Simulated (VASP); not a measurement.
# Al: relaxation of cell and atoms with r2SCAN

Crystal: Al.

```xyz
1
Lattice="1.5949 1.5949 1.5949 -1.5949 1.5949 1.5949 -1.5949 -1.5949 1.5949" Properties=species:S:1:pos:R:3 pbc="T T T"
Al    0.0000    0.0000    0.0000
```

This isn't the form of Al at room conditions, which is fcc.

```
Program                : VASP 6.6.1
Task                   : relaxation of cell and atoms
Functional             : r2SCAN
Potentials or basis    : VASP PAW PBE potentials, release 64 (Al)
Cutoff                 : 550 eV
k mesh                 : 9 × 9 × 9
Occupations            : fermi-dirac, width 0.05 eV
Spin                   : no spin polarisation
Dipole correction      : no
Further INCAR settings : ALGO = Normal; EDIFF = 1e-07; IBRION = 2; EDIFFG = -0.01; NSW = 80; ISIF = 3
```

```
Relaxed volume                        : 16.15 Å³/atom
Relaxed cell                          : a = 2.758 Å, b = 2.758 Å, c = 2.758 Å, α = 70.53°, β = 109.47°, γ = 70.53°
Space group after relaxing (to 0.1 Å) : Im-3m (No. 229)
Energy gained by relaxing             : 0.1 meV/atom
Ionic steps                           : 2
Pressure after relaxing               : 0.1 GPa
Band gap on the k mesh                : zero (an odd number of electrons rules out a gap without spin polarisation)
```

Final structure:
```yaml
crystal:
  lattice:
    - [1.59248, 1.59248, 1.59248]
    - [-1.59248, 1.59248, 1.59248]
    - [-1.59248, -1.59248, 1.59248]
  atoms:
    - { symbol: Al, position: [0.00000, 0.00000, 0.00000] }
```

Levels at points of the mesh, in eV from the Fermi level:
```
           k point  band 1  band 2  band 3  band 4  band 5
(0.00, 0.00, 0.00)  -12.11   14.07   14.07   14.07   16.15
```

Run time: 42 s on 1 thread of Intel Xeon 8259CL, with other jobs on the host, peak memory 0.14 GiB.

Caveat: the PAW data sets were made with another functional, which shifts forces and pressure a little.
